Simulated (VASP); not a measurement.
Write the native input for VASP 6.6.1 that does the following.

```yaml
Task: single point
Functional: b88 exchange, pbe correlation
Potentials_or_basis: VASP PAW PBE potentials, release 64 (Si, C)
Cutoff: 600 eV
k_mesh: 10 × 10 × 5
Occupations: fermi-dirac, width 0.05 eV
Spin: no spin polarisation
Dipole_correction: no
Further_INCAR_settings: ALGO = Normal; EDIFF = 1e-06; NBANDS = 16
```

The structure of SiC lies in POSCAR:

```
SiC
1.0
    3.0760000000      0.0000000000      0.0000000000
   -1.5380000000      2.6638941420      0.0000000000
    0.0000000000      0.0000000000      5.0480000000
Si C
2 2
Direct
    0.6666666667      0.3333333333      0.5000000000
    0.3333333333      0.6666666667      0.0000000000
    0.6666666667      0.3333333333      0.8850000000
    0.3333333333      0.6666666667      0.3850000000
```

The input as run:

INCAR

```
SYSTEM = SiC
PREC = Accurate
ENCUT = 600
EDIFF = 1E-6
ISMEAR = -1
SIGMA = 0.05
LREAL = .FALSE.
LASPH = .TRUE.
NELM = 120
ALGO = Normal
ISIF = 2
LWAVE = .FALSE.
LCHARG = .FALSE.
GGA = LIBXC
LIBXC1 = GGA_X_B88
LIBXC2 = GGA_C_PBE
NBANDS = 16
GGA_COMPAT = .FALSE.
```

KPOINTS

```
Automatic mesh
0
G
  10 10 5
  0 0 0
```

Potentials or basis: VASP PAW PBE potentials, release 64 (Si, C).

Command:

```console
$ cat potpaw_PBE.64/Si/POTCAR potpaw_PBE.64/C/POTCAR > POTCAR
$ mpirun -np 1 vasp_std > vasp.out
```

It gave:

```
Pressure               : 3.6 GPa
Largest force          : 0.754 eV/Å
Band gap on the k mesh : 2.48 eV (least direct gap 4.08 eV)
```

Caveat: the cell stands under pressure; the PAW data sets were made with another functional, which shifts forces and pressure a little; an odd mesh through Γ misses points on the zone boundary, where band edges can lie.

It took 19 s on 1 thread of AMD EPYC 9R45 96-Core Processor (Zen 5), with other jobs on the host, peak memory 0.15 GiB.
